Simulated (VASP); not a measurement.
Ge:

```
CELL_PARAMETERS angstrom
-1.86590 1.86590 1.40702
1.86590 -1.86590 1.40702
1.86590 1.86590 -1.40702
ATOMIC_POSITIONS crystal
Ge 0.50000 0.50000 0.00000
```

The cell was built from a structure type or drawn by symmetry, and may not be a known phase.

- Program: VASP 6.6.1
- Task: relaxation of cell and atoms
- Functional: PBE
- Potentials or basis: VASP PAW PBE potentials, release 64 (Ge_d)
- Cutoff: 600 eV
- k mesh: 8 × 8 × 8
- Occupations: gaussian, width 0.1 eV
- Spin: no spin polarisation

At the start: pressure -1.0 GPa; volume 19.59 Å³/atom.

Question: How do energy, volume and symmetry change on relaxing?

Answer: Over 8 steps the energy falls by 12.1 meV/atom and the volume is 19.30 Å³/atom (-1.5 %); space group I4/mmm (No. 139, to 0.1 Å) before and after.

Step by step:
```csv
step,energy change (eV),largest force (eV/Å),pressure (GPa),volume (Å³)
1,0.0000,0.0000,-0.96,19.59
2,-0.0080,0.0000,0.18,19.26
3,-0.0107,0.0000,1.22,18.93
4,-0.0108,0.0000,0.99,19.01
5,-0.0109,0.0000,1.07,18.98
6,-0.0120,0.0000,0.06,19.30
7,-0.0120,0.0000,0.23,19.23
8,-0.0121,0.0000,0.00,19.30
```

Final structure:
```cif
data_structure
_symmetry_space_group_name_H-M 'P 1'
_symmetry_Int_Tables_number 1
_cell_length_a 2.9587
_cell_length_b 2.9587
_cell_length_c 2.9587
_cell_angle_alpha 103.959
_cell_angle_beta 103.959
_cell_angle_gamma 121.167
_cell_volume 19.30
loop_
_atom_site_label
_atom_site_type_symbol
_atom_site_fract_x
_atom_site_fract_y
_atom_site_fract_z
_atom_site_occupancy
Ge1 Ge 0.50000 0.50000 0.00000 1
```
